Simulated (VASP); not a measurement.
# HfN (Fm-3m) in VASP: a series of runs

The runs below take HfN through single point, with PBE.

All numbers are computed with VASP 6.6.1; they aren't measurements. Logs are shortened: lines on timing, memory, paths and dates and some standing lists are left out, and cuts for length are marked.

**1. The cell of the first run**

The structure is cubic, space group Fm-3m (No. 225). Conventional cell: a = 4.488 Å, b = 4.488 Å, c = 4.488 Å, α = 90.00°, β = 90.00°, γ = 90.00°. Hf (site symmetry m-3m) has 6 N at 2.24 Å within 3.0 Å. N (site symmetry m-3m) has 6 Hf at 2.24 Å within 3.0 Å.

**2. Single point, PBE (volume scaled by 0.98)**

File INCAR:

```
SYSTEM = HfN
PREC = Accurate ; ENCUT = 520
EDIFF = 1E-6 ; ISMEAR = -1
SIGMA = 0.03 ; LREAL = .False.
LASPH = .True. ; NELM = 80
ALGO = Normal ; ISIF = 2
LWAVE = .False. ; LCHARG = .True.
GGA = PE ; LELF = .True.
LVHAR = .True. ; NBANDS = 14
```

File KPOINTS:

```
regular mesh
0
Gamma
  10 10 10
  0 0 0
```

File POSCAR:

```
HfN
1.0
    0.0000000000      2.2438384694      2.2438384694
    2.2438384694      0.0000000000      2.2438384694
    2.2438384694      2.2438384694      0.0000000000
Hf N
1 1
Direct
    0.0000000000      0.0000000000      0.0000000000
    0.5000000000      0.5000000000      0.5000000000
```

Potentials or basis: VASP PAW PBE potentials, release 64 (Hf_pv, N).

Launch:

```bash
cat potpaw_PBE.64/Hf_pv/POTCAR potpaw_PBE.64/N/POTCAR > POTCAR
mpirun -np 1 vasp_std > vasp.out
```

OUTCAR:

```text
SYSTEM = HfN
   PREC = Accurate
   ENCUT = 520
   EDIFF = 1E-6
   ISMEAR = -1
   LREAL = .False.
   LASPH = .True.
   NELM = 80
   ISIF = 2
   GGA = PE

 ion  position               nearest neighbor table
   1  0.000  0.000  0.000-   2 2.24   2 2.24   2 2.24   2 2.24   2 2.24   2 2.24
   2  0.500  0.500  0.500-   1 2.24   1 2.24   1 2.24   1 2.24   1 2.24   1 2.24

  LATTYP: Found a face centered cubic cell.
 ALAT       =     4.4876769388

  Lattice vectors:

 A1 = (   0.0000000000,   2.2438384694,   2.2438384694)
 A2 = (   2.2438384694,   0.0000000000,   2.2438384694)
 A3 = (   2.2438384694,   2.2438384694,   0.0000000000)

Analysis of symmetry for initial positions (statically):
=====================================================================
 Subroutine PRICEL returns:
 Original cell was already a primitive cell.

 Routine SETGRP: Setting up the symmetry group for a
 face centered cubic supercell.

 Subroutine GETGRP returns: Found 48 space group operations
 (whereof 48 operations were pure point group operations)
 out of a pool of 48 trial point group operations.

The static configuration has the point symmetry O_h .

Analysis of symmetry for dynamics (positions and initial velocities):
=====================================================================
 Subroutine PRICEL returns:
 Original cell was already a primitive cell.

 Routine SETGRP: Setting up the symmetry group for a
 face centered cubic supercell.

 Subroutine GETGRP returns: Found 48 space group operations
 (whereof 48 operations were pure point group operations)
 out of a pool of 48 trial point group operations.

The dynamic configuration has the point symmetry O_h .

 Subroutine INISYM returns: Found 48 space group operations
 (whereof 48 operations are pure point group operations),
 and found     1 'primitive' translations

----------------------------------------------------------------------------------------

                                     Primitive cell

  volume of cell :      22.5946

  direct lattice vectors                    reciprocal lattice vectors
     0.000000000  2.243838469  2.243838469    -0.222832440  0.222832440  0.222832440
     2.243838469  0.000000000  2.243838469     0.222832440 -0.222832440  0.222832440
     2.243838469  2.243838469  0.000000000     0.222832440  0.222832440 -0.222832440

  length of vectors
     3.173266795  3.173266795  3.173266795     0.385957107  0.385957107  0.385957107

  position of ions in fractional coordinates (direct lattice)
[... 83 lines left out ...]
   IBRION =     -1    ionic relax: 0-MD 1-quasi-New 2-CG
   NFREE  =      0    steps in history (QN), initial steepest desc. (CG)
   ISIF   =      2    stress and relaxation
   ISYM   =      2    0-nonsym 1-usesym 2-fastsym
   POTIM  = 0.5000    time-step for ionic-motion
   TEBEG  =    0.0;   TEEND  =   0.0 temperature during run
   PSTRESS=    0.0 pullay stress
   NELECT =      15.0000    total number of electrons
   NUPDOWN=      -1.0000    fix difference up-down
   EMIN   =  10.00;   EMAX   =-10.00  energy-range for DOS
   EFERMI =   0.00;   METHOD = LEGACY
   ISMEAR =    -1;   SIGMA  =   0.03  broadening in eV -4-tet -1-fermi 0-gaus
   EFERMI_NEDOS =   21; number of points for ismear=-14 and -15
   IALGO  =     38    algorithm
   IMIX   =      4    mixing-type and parameters
     AMIX     =   0.40;   BMIX     =  1.00
     AMIX_MAG =   1.60;   BMIX_MAG =  1.00
  volume/ion in A,a.u.               =      11.30        76.24
  Fermi-wavevector in a.u.,A,eV,Ry     =   1.428139  2.698790 27.750165  2.039580
  Thomas-Fermi vector in A             =   2.548233
   LORBIT       =      0    0 simple, 1 ext, 2 COOP (PROOUT), +10 PAW based schemes
   GGA     = PE    functional components
   LHFCALC =     F    Hartree Fock is set to
   AEXX    =    0.0000 exact exchange contribution
   IVDW    =     0    specifies the selected vdW correction
   LEPSILON=     F    determine dielectric tensor
   LRPA    =     F    only Hartree local field effects (RPA)
 non-spin polarized calculation
  energy-cutoff  :      520.00
  volume of cell :       22.59
 maximum number of plane-waves:       620
   NGX = 11   NGY = 11   NGZ = 11

 number of electron      15.0000001 magnetization

 Free energy of the ion-electron system (eV)
  ---------------------------------------------------
  ext. energy  EPLUGINS =         0.00000000
  ---------------------------------------------------
  free energy    TOTEN  =       -21.73099657 eV

  energy without entropy =      -21.72836479  energy(sigma->0) =      -21.72968068

 E-fermi :   8.6044     XC(G=0): -12.8387

 val. band max:        8.5632014018   @ k =  -0.4000   0.3000   0.0000
 cond. band min:       8.6164585172   @ k =  -0.1000   0.1000   0.0000
 fundamental gap:      0.0532571154
 Fermi energy:         8.6044107404

 k-point     1 :       0.0000    0.0000    0.0000
  band No.  band energies     occupation
      1     -22.4999      2.00000
      2     -22.4999      2.00000
      3     -22.4999      2.00000
      4      -9.0686      2.00000
      5       5.5084      2.00000
      6       5.5084      2.00000
      7       5.5084      2.00000
      8       8.2109      2.00000
      9       8.2109      2.00000
     10       8.2109      2.00000
     11      10.5568      0.00000
     12      10.5878      0.00000
     13      10.5878      0.00000
     14      18.1819      0.00000
[... 377 lines left out ...]
      1     -23.2245      2.00000
      2     -22.7829      2.00000
      3     -22.7516      2.00000
      4      -7.6405      2.00000
      5       1.9079      2.00000
      6       3.9024      2.00000
      7       4.3999      2.00000
      8       6.0442      2.00000
      9      12.7626      0.00000
     10      13.2856      0.00000
     11      13.4462      0.00000
     12      13.5635      0.00000
     13      17.9465      0.00000
     14      20.1759      0.00000

 [... further k-points ...]
[... 5 lines left out ...]
  --------------------------------------------------------------------------------------
  -------------------------------------------------------------------------------------
  Total        1.2728827      1.2728827      1.2728827      0.0000000      0.0000000     -0.0000000
  in kB       90.2597665     90.2597665     90.2597665      0.0000000      0.0000000     -0.0000000
  external PRESSURE =      90.2597665 kB  Pullay stress =       0.0000000 kB

 VOLUME and BASIS-vectors are now :
 -----------------------------------------------------------------------------
  energy-cutoff  :      520.00
  volume of cell :       22.59
      direct lattice vectors                 reciprocal lattice vectors
     0.000000000  2.243838469  2.243838469    -0.222832440  0.222832440  0.222832440
     2.243838469  0.000000000  2.243838469     0.222832440 -0.222832440  0.222832440
     2.243838469  2.243838469  0.000000000     0.222832440  0.222832440 -0.222832440

 POSITION                                       TOTAL-FORCE (eV/Angst)
 -----------------------------------------------------------------------------------
      0.00000      0.00000      0.00000         0.000000      0.000000      0.000000
      2.24384      2.24384      2.24384        -0.000000     -0.000000     -0.000000
 -----------------------------------------------------------------------------------
    total drift:                                0.000000     -0.000000     -0.000000

  FREE ENERGIE OF THE ION-ELECTRON SYSTEM (eV)
  ---------------------------------------------------
  free  energy   TOTEN  =       -21.7309965697 eV

  energy  without entropy=      -21.7283647907  energy(sigma->0) =      -21.72968068
```

OSZICAR:

```text
N       E                     dE             d eps       ncg     rms          rms(c)
DAV:   1     0.384641409450E+02    0.38464E+02   -0.78385E+03  1316   0.101E+03
DAV:   2    -0.227626067086E+02   -0.61227E+02   -0.57566E+02  1750   0.235E+02
DAV:   3    -0.247295264160E+02   -0.19669E+01   -0.19596E+01  1478   0.349E+01
DAV:   4    -0.247366027810E+02   -0.70764E-02   -0.70754E-02  1592   0.243E+00
DAV:   5    -0.247366417346E+02   -0.38954E-04   -0.38954E-04  1490   0.157E-01    0.511E+01
DAV:   6    -0.218282910052E+02    0.29084E+01   -0.81471E+00  1424   0.222E+01    0.430E+01
DAV:   7    -0.217568780440E+02    0.71413E-01   -0.44455E-01  1658   0.601E+00    0.270E+01
DAV:   8    -0.217357222963E+02    0.21156E-01   -0.92258E-02  1514   0.268E+00    0.588E+00
DAV:   9    -0.217310689353E+02    0.46534E-02   -0.11618E-02  1538   0.896E-01    0.194E+00
DAV:  10    -0.217310268306E+02    0.42105E-04   -0.82962E-04  1728   0.278E-01    0.430E-01
DAV:  11    -0.217309985082E+02    0.28322E-04   -0.59198E-05  1622   0.764E-02    0.105E-01
DAV:  12    -0.217309967711E+02    0.17371E-05   -0.66256E-06  1744   0.219E-02    0.180E-02
DAV:  13    -0.217309965697E+02    0.20135E-06   -0.15459E-07   850   0.399E-03
   1 F= -.21730997E+02 E0= -.21729681E+02  d E =-.263178E-02
```

stdout:

```text
POSCAR found type information on POSCAR HfN
 POSCAR found :  2 types and       2 ions
 scaLAPACK will be used
 LDA part: xc-table for (Slater+PW92), standard interpolation
 POSCAR, INCAR and KPOINTS ok, starting setup
 FFT: planning ... GRIDC
 FFT: planning ... GRID_SOFT
 FFT: planning ... GRID
 WAVECAR not read
 entering main loop
```

It took 8.9 s on 1 thread of AMD EPYC 9R45 (Zen 5), shared host; peak memory 0.12 GiB.

What came out:

```
Free energy : -21.7310 eV
Pressure    : 9.0 GPa
```

Caveat: the cell differs from its parent crystal (volume scaled by 0.98); spin-orbit coupling is left out, which moves the levels of the heavy elements.

**3. Single point, PBE**

This run uses another cell than the first one, of 11.53 Å³/atom, 1.020 times its volume.

File INCAR:

```
SYSTEM = HfN
PREC = Accurate
ENCUT = 520
EDIFF = 1E-6
ISMEAR = -1
SIGMA = 0.03
LREAL = .FALSE.
LASPH = .TRUE.
NELM = 100
ALGO = Normal
ISIF = 2
LWAVE = .FALSE.
LCHARG = .FALSE.
GGA = PE
NBANDS = 14
```

File KPOINTS:

```
regular mesh
0
G
  10 10 10
  0 0 0
```

File POSCAR:

```
HfN
1.0
    0.0000000000      2.2590000000      2.2590000000
    2.2590000000      0.0000000000      2.2590000000
    2.2590000000      2.2590000000      0.0000000000
Hf N
1 1
Direct
    0.0000000000      0.0000000000      0.0000000000
    0.5000000000      0.5000000000      0.5000000000
```

Potentials or basis: VASP PAW PBE potentials, release 64 (Hf_pv, N).

Launch:

```bash
cat potpaw_PBE.64/Hf_pv/POTCAR potpaw_PBE.64/N/POTCAR > POTCAR
mpirun -np 1 vasp_std > vasp.out
```

Wall time 8.4 s (1 thread of AMD EPYC 9R45 (Zen 5), shared host); peak memory 0.12 GiB.

Results (log left out):

```yaml
Free_energy: -21.7486 eV
Pressure: 3.1 GPa
```

Levels at points of the mesh, in eV from the Fermi level:
```tsv
k point	band 4	band 5	band 6	band 7	band 8	band 9	band 10	band 11	band 12	band 13
(0.00, 0.00, 0.00)	-17.55	-3.07	-3.07	-3.07	-0.38	-0.38	-0.38	1.76	1.93	1.93
(0.50, 0.00, 0.00)	-14.83	-8.92	-6.22	-6.22	3.24	3.67	3.67	4.39	8.80	8.80
(0.50, 0.50, 0.00)	-16.46	-5.45	-3.84	-3.74	-3.74	4.07	5.49	5.49	5.55	7.96
```

Caveat: spin-orbit coupling is left out, which moves the levels of the heavy elements.

**4. Single point, PBE (volume scaled by 1.02)**

INCAR: that of step 3 with these lines changed.

```diff
@@ -8,3 +8,3 @@
 LASPH = .TRUE.
-NELM = 100
+NELM = 80
 ALGO = Normal
```

KPOINTS is that of step 3.

File POSCAR:

```
HfN
1.0
    0.0000000000      2.2739607009      2.2739607009
    2.2739607009      0.0000000000      2.2739607009
    2.2739607009      2.2739607009      0.0000000000
Hf N
1 1
Direct
    0.0000000000      0.0000000000      0.0000000000
    0.5000000000      0.5000000000      0.5000000000
```

Launch:

```bash
cat potpaw_PBE.64/Hf_pv/POTCAR potpaw_PBE.64/N/POTCAR > POTCAR
mpirun -np 1 vasp_std > vasp.out
```

Wall time 8.4 s (1 thread of AMD EPYC 9R45 (Zen 5), shared host); peak memory 0.12 GiB.

Results (log left out):

* Free energy: -21.7498 eV
* Pressure: -2.3 GPa

Levels at points of the mesh, in eV from the Fermi level:
| k point | band 6 | band 7 | band 8 | band 9 | band 10 | band 11 |
| --- | --- | --- | --- | --- | --- | --- |
| (0.00, 0.00, 0.00) | -3.04 | -3.04 | -0.37 | -0.37 | -0.37 | 1.57 |
| (0.50, 0.00, 0.00) | -6.12 | -6.12 | 3.15 | 3.57 | 3.57 | 4.29 |
| (0.50, 0.50, 0.00) | -3.75 | -3.72 | -3.72 | 3.96 | 5.33 | 5.34 |

Caveat: the cell differs from its parent crystal (volume scaled by 1.02); spin-orbit coupling is left out, which moves the levels of the heavy elements.

[end of part 1 of 2]
